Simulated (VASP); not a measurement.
BN: single point with PBE-based screened hybrid with 20 % exact exchange

The system is BN.

```
N B
1.0
     2.49824    0.00000    0.00000
    -1.24912    2.16354    0.00000
     0.00000    0.00000    6.63570
N B
2 2
Direct
  0.66667 0.33333 0.25000
  0.33333 0.66667 0.75000
  0.66667 0.33333 0.75000
  0.33333 0.66667 0.25000
```

| Quantity | Value |
| --- | --- |
| Program | VASP 6.6.1 |
| Task | single point |
| Functional | PBE-based screened hybrid with 20 % exact exchange |
| Potentials or basis | VASP PAW PBE potentials, release 64 (N, B) |
| Cutoff | 520 eV |
| k mesh | 6 × 6 × 2 |
| Occupations | fermi-dirac, width 0.05 eV |
| Spin | no spin polarisation |

```
Pressure               : 1.2 GPa
Band gap on the k mesh : 5.34 eV (least direct gap 5.79 eV)
```

Stress tensor (GPa, compression positive):
```
0.58 0.00 0.00
0.00 0.58 0.00
0.00 0.00 2.43
```

Levels at points of the mesh, in eV from the valence-band top:
| k point | band 6 | band 7 | band 8 | band 9 | band 10 | band 11 |
| --- | --- | --- | --- | --- | --- | --- |
| (0.00, 0.00, 0.00) | -1.52 | -1.48 | -1.48 | 6.22 | 11.75 | 13.02 |
| (0.50, 0.00, 0.00) | -4.47 | -1.53 | -0.48 | 5.34 | 6.83 | 10.83 |
| (0.00, 0.00, 0.50) | -1.50 | -1.50 | -1.50 | 8.75 | 8.75 | 13.09 |
| (0.50, 0.00, 0.50) | -4.51 | -0.98 | -0.98 | 5.83 | 5.83 | 11.27 |

Wall time 7 min on 1 thread of Intel(R) Xeon(R) Platinum 8259CL CPU @ 2.50GHz (Skylake/Cascade Lake), with other jobs on the host, peak memory 0.25 GiB.

Caveat: the k points lie up to 0.48 Å⁻¹ apart; the PAW data sets were made with another functional, which shifts forces and pressure a little. A k mesh can miss the band edges.
